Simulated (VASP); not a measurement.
A run of VASP 6.6.1 is set up as follows.

File INCAR:

```
PREC = Accurate
ENCUT = 500
EDIFF = 1E-6
ISMEAR = 0
SIGMA = 0.01
LREAL = F
LASPH = T
NELM = 120
ALGO = Normal
ISIF = 2
LWAVE = F
LCHARG = F
GGA = PS
NBANDS = 17
GGA_COMPAT = F
```

KPOINTS

```
Automatic mesh
0
Gamma
  4 4 4
```

Contents of POSCAR:

```
PbSe
1.0
    0.0000000000      3.0606500000      3.0606500000
    3.0606500000      0.0000000000      3.0606500000
    3.0606500000      3.0606500000      0.0000000000
Pb Se
1 1
Direct
    0.0000000000      0.0000000000      0.0000000000
    0.5000000000      0.5000000000      0.5000000000
```

Potentials or basis: VASP PAW PBE potentials, release 64 (Pb_d, Se).

Run with:

```console
$ cat potpaw_PBE.64/Pb_d/POTCAR potpaw_PBE.64/Se/POTCAR > POTCAR
$ mpirun -np 1 vasp_std > vasp.out
```

Problem. Predict the band gap on the k mesh.

Solution. 0.20 eV, direct.

Problem. Predict the pressure.

Solution. -0.5 GPa.

Caveat: the k points lie up to 0.44 Å⁻¹ apart; the PAW data sets were made with another functional, which shifts forces and pressure a little; spin-orbit coupling is left out, which moves the levels of the heavy elements. A k mesh can miss the band edges.
